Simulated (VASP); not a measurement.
Here is a VASP 6.6.1 calculation.

The input INCAR:

```
PREC = Accurate
ENCUT = 400
EDIFF = 1E-6
ISMEAR = 0
SIGMA = 0.05
LREAL = Auto
LASPH = True
NELM = 120
ALGO = Normal
ISIF = 2
LWAVE = False
LCHARG = False
GGA = PS
NBANDS = 70
GGA_COMPAT = False
```

KPOINTS

```
Automatic mesh
0
Gamma
  3 3 3
```

Contents of POSCAR:

```
Al32H
1.0
    8.1000000000      0.0000000000      0.0000000000
    0.0000000000      8.1000000000      0.0000000000
    0.0000000000      0.0000000000      8.1000000000
Al H
32 1
Direct
    0.5000000000      0.0000000000      0.0000000000
    0.7500000000      0.2500000000      0.0000000000
    0.7500000000      0.0000000000      0.2500000000
    0.0000000000      0.0000000000      0.0000000000
    0.2500000000      0.2500000000      0.0000000000
    0.5000000000      0.5000000000      0.0000000000
    0.7500000000      0.7500000000      0.0000000000
    0.2500000000      0.0000000000      0.2500000000
    0.5000000000      0.2500000000      0.2500000000
    0.7500000000      0.5000000000      0.2500000000
    0.5000000000      0.0000000000      0.5000000000
    0.7500000000      0.2500000000      0.5000000000
    0.7500000000      0.0000000000      0.7500000000
    0.0000000000      0.5000000000      0.0000000000
    0.2500000000      0.7500000000      0.0000000000
    0.0000000000      0.2500000000      0.2500000000
    0.2500000000      0.5000000000      0.2500000000
    0.5000000000      0.7500000000      0.2500000000
    0.0000000000      0.0000000000      0.5000000000
    0.2500000000      0.2500000000      0.5000000000
    0.5000000000      0.5000000000      0.5000000000
    0.7500000000      0.7500000000      0.5000000000
    0.2500000000      0.0000000000      0.7500000000
    0.5000000000      0.2500000000      0.7500000000
    0.7500000000      0.5000000000      0.7500000000
    0.0000000000      0.7500000000      0.2500000000
    0.0000000000      0.5000000000      0.5000000000
    0.2500000000      0.7500000000      0.5000000000
    0.0000000000      0.2500000000      0.7500000000
    0.2500000000      0.5000000000      0.7500000000
    0.5000000000      0.7500000000      0.7500000000
    0.0000000000      0.7500000000      0.7500000000
    0.2485207407      0.5092285185      0.0054723457
```

Potentials or basis: VASP PAW PBE potentials, release 64 (Al, H).

Command:

```console
$ cat potpaw_PBE.64/Al/POTCAR potpaw_PBE.64/H/POTCAR > POTCAR
$ mpirun -np 1 vasp_std > vasp.out
```

Task: Estimate the pressure.

Result: -1.3 GPa.

Task: Estimate the band gap on the k mesh.

Result: Zero (an odd number of electrons rules out a gap without spin polarisation).

Task: Predict the largest force.

Result: 0.445 eV/Å.

Forces in eV/Å, atoms in the order of the input:
```
Al   0.008 -0.001 -0.002
Al   0.000 -0.008 -0.001
Al   0.000  0.000  0.024
Al  -0.008 -0.002 -0.002
Al   0.002 -0.326 -0.008
Al   0.359 -0.015 -0.009
Al   0.000  0.009 -0.002
Al   0.001 -0.002  0.009
Al  -0.008  0.011 -0.005
Al   0.000 -0.004  0.009
Al   0.023  0.000  0.000
Al   0.000 -0.021  0.000
Al   0.000  0.000 -0.022
Al  -0.377 -0.016 -0.010
Al   0.003  0.444 -0.012
Al   0.007  0.011 -0.005
Al   0.003 -0.018  0.408
Al  -0.005 -0.002 -0.003
Al  -0.023  0.000  0.000
Al   0.000 -0.008  0.000
Al   0.008 -0.003 -0.001
Al   0.000  0.026  0.000
Al   0.000 -0.001 -0.008
Al  -0.008  0.011  0.009
Al   0.000 -0.003 -0.008
Al   0.003 -0.001 -0.002
Al  -0.009 -0.003 -0.001
Al   0.001  0.009 -0.002
Al   0.007  0.011  0.009
Al   0.002 -0.014 -0.340
Al  -0.007 -0.004  0.009
Al   0.006 -0.003  0.008
H    0.011 -0.078 -0.043
```

Caveat: the PAW data sets were made with another functional, which shifts forces and pressure a little.
